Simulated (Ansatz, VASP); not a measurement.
One calculation of AlN, two programs

```
Al N
1.0
    -3.08862    0.00000    0.00000
    -1.54431   -2.67482    0.00000
     0.00000    0.00000    9.58717
Al N
4 4
Direct
  0.33333 0.33333 0.93281
  0.33333 0.33333 0.41717
  0.66667 0.66667 0.15935
  0.66667 0.66667 0.67499
  0.33333 0.33333 0.09848
  0.33333 0.33333 0.61412
  0.66667 0.66667 0.35630
  0.66667 0.66667 0.87195
```

Alike in both runs: task single point; functional LDA; k mesh 8 × 8 × 3; occupations gaussian, width 0.05 eV; no spin polarisation.

|  | VASP | Ansatz |
| --- | --- | --- |
| version | VASP 6.6.1 | Ansatz 0.2.0 |
| potentials or method | VASP PAW LDA potentials, release 64 (Al, N), cutoff 520 eV | scalar-relativistic, plane waves, PAW |
| valence electrons in the cell | 32 | 32 |

```tsv
	VASP	Ansatz	Ansatz less VASP
gap on the k mesh at the Fermi level (eV)	4.61	4.60	-0.007
least direct gap on the mesh (eV)	4.61	4.60	-0.007
pressure (GPa)	11.8	10.9	-0.86
traceless stress, the component that is largest in VASP (GPa)	18.71	18.35	-0.363
rms of the force components (eV/Å)	2.511	2.468	-0.0427
```

Ansatz warns that its potentials were made for another functional, while VASP's fit it. LDA's correlation is that of Perdew and Zunger in VASP and of Perdew and Wang (1992) in Ansatz. Atom by atom the forces differ by 0.043 eV/Å (rms over components).
